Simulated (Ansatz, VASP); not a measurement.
## Ca8CO in VASP and in Ansatz

INCAR

```
SYSTEM = Ca8CO
  ALGO = Normal
  DIPOL = 0.5 0.5 0.290
  EDIFF = 1E-6
  ENCUT = 520
  GGA = PE
  IDIPOL = 3
  ISIF = 2
  ISMEAR = 0
  LASPH = .TRUE.
  LCHARG = .FALSE.
  LDIPOL = .TRUE.
  LREAL = .FALSE.
  LWAVE = .FALSE.
  NBANDS = 56
  NELM = 100
  PREC = Accurate
  SIGMA = 0.1
```

Contents of KPOINTS:

```
k-points
0
G
  4 4 1
  0 0 0
```

POSCAR

```
Ca8CO
1.0
    7.8132359319      0.0000000000      0.0000000000
    0.0000000000      7.8132359319      0.0000000000
    0.0000000000      0.0000000000     20.6093934330
Ca C O
8 1 1
Direct
    0.2500000000      0.2500000000      0.1940862555
    0.2500000000      0.7500000000      0.1940862555
    0.7500000000      0.2500000000      0.1940862555
    0.7500000000      0.7500000000      0.1940862555
    0.0000000000      0.0000000000      0.3206981057
    0.0000000000      0.5000000000      0.3206981057
    0.5000000000      0.0000000000      0.3206981057
    0.5000000000      0.5000000000      0.3206981057
    0.1834462693      0.7500000000      0.4216229585
    0.3165537307      0.7500000000      0.4216229585
```

Input for Ansatz:

```yaml
crystal:
  lattice:
    - [7.8132359319, 0.0, 0.0]
    - [0.0, 7.8132359319, 0.0]
    - [0.0, 0.0, 20.609393433]
  atoms:
    - { symbol: Ca, position: [0.25, 0.25, 0.1940862555] }
    - { symbol: Ca, position: [0.25, 0.75, 0.1940862555] }
    - { symbol: Ca, position: [0.75, 0.25, 0.1940862555] }
    - { symbol: Ca, position: [0.75, 0.75, 0.1940862555] }
    - { symbol: Ca, position: [0.0, 0.0, 0.3206981057] }
    - { symbol: Ca, position: [0.0, 0.5, 0.3206981057] }
    - { symbol: Ca, position: [0.5, 0.0, 0.3206981057] }
    - { symbol: Ca, position: [0.5, 0.5, 0.3206981057] }
    - { symbol: C, position: [0.1834462693, 0.75, 0.4216229585] }
    - { symbol: O, position: [0.3165537307, 0.75, 0.4216229585] }
basis:
  ecutwfc: 420
kpoints:
  mp_grid: { grid: [4, 4, 1] }
hamiltonian:
  xc: pbe
scf:
  occupations: { method: gaussian, width: 0.1 }
output:
  forces: true
  eigenvalues: true
efield:
  axis: 3
  dipole_correction: true
  ramp_width: 0.04
```

Alike in both runs: task single point; functional PBE; k mesh 4 × 4 × 1; occupations gaussian, width 0.1 eV; no spin polarisation.

```csv
,VASP,Ansatz
version,VASP 6.6.1,Ansatz 0.2.0
potentials or method,"VASP PAW PBE potentials, release 64 (Ca_sv, C, O), cutoff 520 eV","scalar-relativistic, plane waves, PAW"
valence electrons in the cell,90,90
```

Ansatz gave:

```
gap on the k mesh at the Fermi level (eV) : none
rms of the force components (eV/Å)        : 4.586
```

Question: Estimate VASP's values.

Answer: gap on the k mesh at the Fermi level (eV): none; rms of the force components (eV/Å): 5.054.

Atom by atom the forces differ by 0.469 eV/Å (rms over components). A gap of «none» marks a metal or a gap that the smearing closes.

Noted on VASP's run: the standard files for N, O and F lose accuracy on very short bonds.
